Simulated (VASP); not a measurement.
Here is a VASP 6.6.1 calculation.

Contents of INCAR:

```
SYSTEM = SrVO3
PREC = Accurate
ENCUT = 910
EDIFF = 1E-6
ISMEAR = -1
SIGMA = 0.1
LREAL = .FALSE.
LASPH = .TRUE.
NELM = 200
ALGO = Normal
ISIF = 2
LWAVE = .FALSE.
LCHARG = .FALSE.
ISPIN = 2
MAGMOM = 0 0 0 0 0
LORBIT = 11
NUPDOWN = 0.0
LMAXMIX = 4
LDAU = .TRUE.
LDAUTYPE = 2
LDAUL = -1 2 -1
LDAUU = 0 6.2 0
LDAUJ = 0 0 0
LDAUPRINT = 1
GGA = PE
NBANDS = 32
GGA_COMPAT = .FALSE.
```

File KPOINTS:

```
Automatic mesh
0
G
  5 5 5
  0 0 0
```

File POSCAR:

```
SrVO3
1.0
    3.8425000000      0.0000000000      0.0000000000
    0.0000000000      3.8425000000      0.0000000000
    0.0000000000      0.0000000000      3.8425000000
Sr V O
1 1 3
Direct
    0.0000000000      0.0000000000      0.0000000000
    0.5000000000      0.5000000000      0.5000000000
    0.5000000000      0.0000000000      0.5000000000
    0.0000000000      0.5000000000      0.5000000000
    0.5000000000      0.5000000000      0.0000000000
```

Potentials or basis: VASP PAW PBE potentials, release 64 (Sr_sv, V_sv, O_h).

Run with:

```sh
$ cat potpaw_PBE.64/Sr_sv/POTCAR potpaw_PBE.64/V_sv/POTCAR potpaw_PBE.64/O_h/POTCAR > POTCAR
$ mpirun -np 1 vasp_std > vasp.out
```

Question: Predict the pressure.

Answer: 8.5 GPa.

Eigenvalues of the final occupation matrices:
```
    site  spin  trace               eigenvalues
site 2 d     1   1.40  0.27 0.27 0.27 0.29 0.29
site 2 d     2   1.40  0.27 0.27 0.27 0.29 0.29
```

Caveat: the cutoff is under 1.25 times the usual one of these potentials, so pressure, stress and relaxed cells hold a basis-set (Pulay) error; the cell stands under pressure; the total moment is fixed, so each spin has its own Fermi level.
